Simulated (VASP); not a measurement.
# CdSe (P6_3mc) in VASP: notebook

The runs below take CdSe through single point, with PBE, r2SCAN.

Everything below comes from runs of VASP 6.6.1. Logs are shortened: lines on timing, memory, paths and dates and some standing lists are left out, and cuts for length are marked.

### 1 The cell of the first run

The structure is hexagonal, space group P6_3mc (No. 186). The conventional cell has a = 4.469 Å, b = 4.469 Å, c = 14.586 Å, α = 90.00°, β = 90.00°, γ = 120.00°. Cd (site symmetry 3m) has 4 Se at 2.73 to 2.74 Å within 3.6 Å. Within 3.6 Å of Cd (site symmetry 3m) lie 4 Se at 2.74 Å. Se (site symmetry 3m) has 4 Cd at 2.74 Å within 3.6 Å. Se (site symmetry 3m) has 4 Cd at 2.73 to 2.74 Å within 3.6 Å.

### 2 Single point, PBE (volume changed by +6%)

The input, INCAR:

```
PREC = Accurate ; ENCUT = 520
EDIFF = 1E-6 ; ISMEAR = 0
SIGMA = 0.01 ; LREAL = F
LASPH = T ; NELM = 80
ALGO = Normal ; ISIF = 2
LWAVE = F ; LCHARG = F
GGA = PE ; NBANDS = 46
```

The input, KPOINTS:

```
Automatic mesh
0
Gamma
  6 6 2
```

The input, POSCAR:

```
CdSe
1.0
    4.4686544230      0.0000000000      0.0000000000
   -2.2343272115      3.8699682510      0.0000000000
    0.0000000000      0.0000000000     14.5858877413
Cd Se
4 4
Direct
    0.0000000000      0.0000000000     -0.0001635463
    0.3333333333      0.6666666667      0.2499698776
    0.0000000000      0.0000000000      0.4998364537
    0.6666666667      0.3333333333      0.7499698776
    0.0000000000      0.0000000000      0.1874660279
    0.3333333333      0.6666666667      0.4377276407
    0.0000000000      0.0000000000      0.6874660279
    0.6666666667      0.3333333333      0.9377276407
```

Potentials or basis: VASP PAW PBE potentials, release 64 (Cd, Se).

Launch:

```bash
> cat potpaw_PBE.64/Cd/POTCAR potpaw_PBE.64/Se/POTCAR > POTCAR
> mpirun -np 1 vasp_std > vasp.out
```

OUTCAR:

```text
PREC = Accurate
   ENCUT = 520
   EDIFF = 1E-6
   ISMEAR = 0
   LREAL = F
   LASPH = T
   NELM = 80
   ISIF = 2
   GGA = PE

 ion  position               nearest neighbor table
   1  0.000  0.000  1.000-   8 2.73   8 2.73   8 2.73   5 2.74
   2  0.333  0.667  0.250-   5 2.74   5 2.74   5 2.74   6 2.74
   3  0.000  0.000  0.500-   6 2.73   6 2.73   6 2.73   7 2.74
   4  0.667  0.333  0.750-   7 2.74   7 2.74   7 2.74   8 2.74
   5  0.000  0.000  0.187-   2 2.74   2 2.74   2 2.74   1 2.74
   6  0.333  0.667  0.438-   3 2.73   3 2.73   3 2.73   2 2.74
   7  0.000  0.000  0.687-   4 2.74   4 2.74   4 2.74   3 2.74
   8  0.667  0.333  0.938-   1 2.73   1 2.73   1 2.73   4 2.74

  LATTYP: Found a hexagonal cell.
 ALAT       =     4.4686544230
 C/A-ratio  =     3.2640446901

  Lattice vectors:

 A1 = (   4.4686544230,   0.0000000000,   0.0000000000)
 A2 = (  -2.2343272115,   3.8699682510,   0.0000000000)
 A3 = (   0.0000000000,   0.0000000000,  14.5858877413)

Analysis of symmetry for initial positions (statically):
=====================================================================
 Subroutine PRICEL returns:
 Original cell was already a primitive cell.

 Routine SETGRP: Setting up the symmetry group for a
 hexagonal supercell.

 Subroutine GETGRP returns: Found 12 space group operations
 (whereof  6 operations were pure point group operations)
 out of a pool of 24 trial point group operations.

The static configuration has the point symmetry C_3v.
 The point group associated with its full space group is C_6v.

Analysis of symmetry for dynamics (positions and initial velocities):
=====================================================================
 Subroutine PRICEL returns:
 Original cell was already a primitive cell.

 Routine SETGRP: Setting up the symmetry group for a
 hexagonal supercell.

 Subroutine GETGRP returns: Found 12 space group operations
 (whereof  6 operations were pure point group operations)
 out of a pool of 24 trial point group operations.

The dynamic configuration has the point symmetry C_3v.
 The point group associated with its full space group is C_6v.

 Subroutine INISYM returns: Found 12 space group operations
 (whereof  6 operations are pure point group operations),
 and found     1 'primitive' translations

----------------------------------------------------------------------------------------

                                     Primitive cell

  volume of cell :     252.2418

  direct lattice vectors                    reciprocal lattice vectors
     4.468654423  0.000000000  0.000000000     0.223781010  0.129200026  0.000000000
    -2.234327212  3.869968251  0.000000000     0.000000000  0.258400053  0.000000000
     0.000000000  0.000000000 14.585887741     0.000000000  0.000000000  0.068559420

  length of vectors
     4.468654423  4.468654423 14.585887741     0.258400053  0.258400053  0.068559420

  position of ions in fractional coordinates (direct lattice)
     0.000000000  0.000000000  0.999836454
     0.333333333  0.666666667  0.249969878
     0.000000000  0.000000000  0.499836454
     0.666666667  0.333333333  0.749969878
     0.000000000  0.000000000  0.187466028
     0.333333333  0.666666667  0.437727641
     0.000000000  0.000000000  0.687466028
     0.666666667  0.333333333  0.937727641

  ion indices of the primitive-cell ions
   primitive index   ion index
                 1           1
                 2           2
                 3           3
                 4           4
                 5           5
                 6           6
                 7           7
                 8           8

----------------------------------------------------------------------------------------

 KPOINTS: Automatic mesh

Automatic generation of k-mesh.
 Grid dimensions read from file:
 generate k-points for:    6    6    2

 Generating k-lattice:

  Cartesian coordinates                     Fractional coordinates (reciprocal lattice)
     0.037296835  0.021533338  0.000000000     0.166666667 -0.000000000  0.000000000
     0.000000000  0.043066675  0.000000000     0.000000000  0.166666667  0.000000000
     0.000000000  0.000000000  0.034279710     0.000000000  0.000000000  0.500000000

  Length of vectors
     0.043066675  0.043066675  0.034279710

  Shift w.r.t. Gamma in fractional coordinates (k-lattice)
     0.000000000  0.000000000  0.000000000

 Subroutine IBZKPT returns following result:
 ===========================================

 Found     14 irreducible k-points:

 Following reciprocal coordinates:
            Coordinates               Weight
  0.000000  0.000000  0.000000      1.000000
  0.166667  0.000000  0.000000      6.000000
  0.333333  0.000000  0.000000      6.000000
  0.500000  0.000000  0.000000      3.000000
  0.166667  0.166667  0.000000      6.000000
  0.333333  0.166667  0.000000     12.000000
  0.333333  0.333333  0.000000      2.000000
  0.000000  0.000000  0.500000      1.000000
  0.166667  0.000000  0.500000      6.000000
  0.333333  0.000000  0.500000      6.000000
  0.500000  0.000000  0.500000      3.000000
  0.166667  0.166667  0.500000      6.000000
  0.333333  0.166667  0.500000     12.000000
  0.333333  0.333333  0.500000      2.000000
   k-points           NKPTS =     14   k-points in BZ     NKDIM =     14   number of bands    NBANDS=     46
   number of dos      NEDOS =    301   number of ions     NIONS =      8
   total plane-waves  NPLWV = 139968
   dimension x,y,z NGX =    36 NGY =   36 NGZ =  108
   dimension x,y,z NGXF=    72 NGYF=   72 NGZF=  216
   ions per type =               4   4
   NGX,Y,Z   is equivalent  to a cutoff of  13.39, 13.39, 12.31 a.u.
   NGXF,Y,Z  is equivalent  to a cutoff of  26.79, 26.79, 24.62 a.u.
 SYSTEM =  unknown system
   PREC   = accura    normal or accurate (medium, high low for compatibility)
   ISTART =      0    job   : 0-new  1-cont  2-samecut
   ICHARG =      2    charge: 1-file 2-atom 10-const
   ISPIN  =      1    spin polarized calculation?
   LNONCOLLINEAR =      F non collinear calculations
   LSORBIT =      F    spin-orbit coupling
   LASPH  =      T    aspherical Exc in radial PAW
   ENCUT  =  520.0 eV  38.22 Ry    6.18 a.u.   8.31  8.31 27.12*2*pi/ulx,y,z
   NELM   =     80;   NELMIN=  2; NELMDL= -5     # of ELM steps
   EDIFF  = 0.1E-05   stopping-criterion for ELM
   LREAL  =      F    real-space projection
   EDIFFG = 0.1E-04   stopping-criterion for IOM
   NSW    =      0    number of steps for IOM
   IBRION =     -1    ionic relax: 0-MD 1-quasi-New 2-CG
   NFREE  =      0    steps in history (QN), initial steepest desc. (CG)
   ISIF   =      2    stress and relaxation
   ISYM   =      2    0-nonsym 1-usesym 2-fastsym
   POTIM  = 0.5000    time-step for ionic-motion
   TEBEG  =    0.0;   TEEND  =   0.0 temperature during run
   PSTRESS=    0.0 pullay stress
   NELECT =      72.0000    total number of electrons
   NUPDOWN=      -1.0000    fix difference up-down
   EMIN   =  10.00;   EMAX   =-10.00  energy-range for DOS
   EFERMI =   0.00;   METHOD = LEGACY
   ISMEAR =     0;   SIGMA  =   0.01  broadening in eV -4-tet -1-fermi 0-gaus
   EFERMI_NEDOS =   21; number of points for ismear=-14 and -15
   IALGO  =     38    algorithm
   IMIX   =      4    mixing-type and parameters
     AMIX     =   0.40;   BMIX     =  1.00
     AMIX_MAG =   1.60;   BMIX_MAG =  1.00
  volume/ion in A,a.u.               =      31.53       212.78
  Fermi-wavevector in a.u.,A,eV,Ry     =   1.077904  2.036943 15.808289  1.161876
  Thomas-Fermi vector in A             =   2.213828
   LORBIT       =      0    0 simple, 1 ext, 2 COOP (PROOUT), +10 PAW based schemes
   GGA     = PE    functional components
   LHFCALC =     F    Hartree Fock is set to
   AEXX    =    0.0000 exact exchange contribution
   IVDW    =     0    specifies the selected vdW correction
   LEPSILON=     F    determine dielectric tensor
   LRPA    =     F    only Hartree local field effects (RPA)
 non-spin polarized calculation
 Gauss-broadening in eV      SIGMA  =   0.01
  energy-cutoff  :      520.00
  volume of cell :      252.24
 maximum number of plane-waves:      6817
 NGX is ok and might be reduce to    36
   NGX = 17   NGY = 17   NGZ = 55

 number of electron      71.9999973 magnetization

 Free energy of the ion-electron system (eV)
  ---------------------------------------------------
  ext. energy  EPLUGINS =         0.00000000
  ---------------------------------------------------
  free energy    TOTEN  =       -21.89830820 eV

  energy without entropy =      -21.89830820  energy(sigma->0) =      -21.89830820

 E-fermi :   0.2056     XC(G=0):  -8.3731

 val. band max:        0.1062901233   @ k =   0.0000   0.0000   0.0000
 cond. band min:       0.4966127136   @ k =   0.0000   0.0000   0.0000
 fundamental gap:      0.3903225903
 Fermi energy:         0.2055510076

 k-point     1 :       0.0000    0.0000    0.0000
  band No.  band energies     occupation
      1     -11.9158      2.00000
      2     -11.7753      2.00000
      3     -11.7737      2.00000
      4     -11.6332      2.00000
      5      -7.5140      2.00000
      6      -7.5115      2.00000
[... 38 lines left out ...]
     45       6.0934      0.00000
     46       6.2401      0.00000

 k-point     2 :       0.1667    0.0000    0.0000
  band No.  band energies     occupation
      1     -11.8533      2.00000
      2     -11.7292      2.00000
      3     -11.7276      2.00000
      4     -11.6051      2.00000
      5      -7.4956      2.00000
      6      -7.4908      2.00000
[... 38 lines left out ...]
     45       6.2673      0.00000
     46       6.2706      0.00000

 k-point     3 :       0.3333    0.0000    0.0000
  band No.  band energies     occupation
      1     -11.7174      2.00000
      2     -11.6362      2.00000
      3     -11.6348      2.00000
      4     -11.5576      2.00000
      5      -7.4622      2.00000
      6      -7.4572      2.00000
[... 38 lines left out ...]
     45       6.5208      0.00000
     46       6.5813      0.00000

 k-point     4 :       0.5000    0.0000    0.0000
  band No.  band energies     occupation
      1     -11.6358      2.00000
      2     -11.5896      2.00000
      3     -11.5887      2.00000
      4     -11.5460      2.00000
      5      -7.4483      2.00000
      6      -7.4456      2.00000
[... 430 lines left out ...]
     45       6.4208      0.00000
     46       6.4208      0.00000

 k-point    13 :       0.3333    0.1667    0.5000
  band No.  band energies     occupation
      1     -11.6228      2.00000
      2     -11.6228      2.00000
      3     -11.5584      2.00000
      4     -11.5584      2.00000
      5      -7.4347      2.00000
      6      -7.4347      2.00000
[... 38 lines left out ...]
     45       6.3877      0.00000
     46       6.3877      0.00000

 k-point    14 :       0.3333    0.3333    0.5000
  band No.  band energies     occupation
      1     -11.5694      2.00000
      2     -11.5694      2.00000
      3     -11.5665      2.00000
      4     -11.5665      2.00000
      5      -7.4333      2.00000
      6      -7.4333      2.00000
[... 38 lines left out ...]
     45       6.2769      0.00000
     46       6.2769      0.00000

------------------------ aborting loop because EDIFF is reached ----------------------------------------

  FORCE on cell =-STRESS in cart. coord.  units (eV):
  Direction    XX          YY          ZZ          XY          YZ          ZX
  --------------------------------------------------------------------------------------
  -------------------------------------------------------------------------------------
  Total       -3.2843568     -3.2843568     -3.2814621      0.0000000      0.0000000      0.0000000
  in kB      -20.8614205    -20.8614205    -20.8430338      0.0000000      0.0000000      0.0000000
  external PRESSURE =     -20.8552916 kB  Pullay stress =       0.0000000 kB

 VOLUME and BASIS-vectors are now :
 -----------------------------------------------------------------------------
  energy-cutoff  :      520.00
  volume of cell :      252.24
      direct lattice vectors                 reciprocal lattice vectors
     4.468654423  0.000000000  0.000000000     0.223781010  0.129200026  0.000000000
    -2.234327212  3.869968251  0.000000000     0.000000000  0.258400053  0.000000000
     0.000000000  0.000000000 14.585887741     0.000000000  0.000000000  0.068559420

 POSITION                                       TOTAL-FORCE (eV/Angst)
 -----------------------------------------------------------------------------------
      0.00000      0.00000     14.58350        -0.000000      0.000000     -0.002436
     -0.00000      2.57998      3.64603         0.000000      0.000000     -0.001310
      0.00000      0.00000      7.29056        -0.000000     -0.000000     -0.002436
      2.23433      1.28999     10.93898        -0.000000     -0.000000     -0.001310
      0.00000      0.00000      2.73436        -0.000000     -0.000000      0.003245
     -0.00000      2.57998      6.38465        -0.000000     -0.000000      0.000501
      0.00000      0.00000     10.02730        -0.000000     -0.000000      0.003245
      2.23433      1.28999     13.67759         0.000000     -0.000000      0.000501
 -----------------------------------------------------------------------------------
    total drift:                               -0.000000     -0.000000     -0.000736

  FREE ENERGIE OF THE ION-ELECTRON SYSTEM (eV)
  ---------------------------------------------------
  free  energy   TOTEN  =       -21.8983081968 eV

  energy  without entropy=      -21.8983081968  energy(sigma->0) =      -21.89830820
```

It took 1.7 min on 1 thread of Intel Xeon Platinum 8488C (Sapphire Rapids), shared host; peak memory 0.43 GiB.

What came out:

| Property | Result |
| --- | --- |
| Free energy | -21.8983 eV |
| Pressure | -2.1 GPa |
| Largest force | 0.003 eV/Å |
| Band gap on the k mesh | 0.39 eV, direct |

Forces on the atoms (eV/Å):
```
Cd   0.000  0.000 -0.002
Cd   0.000  0.000 -0.001
Cd   0.000  0.000 -0.002
Cd   0.000  0.000 -0.001
Se   0.000  0.000  0.003
Se   0.000  0.000  0.001
Se   0.000  0.000  0.003
Se   0.000  0.000  0.001
```

(Continued in part 2 of 2.)
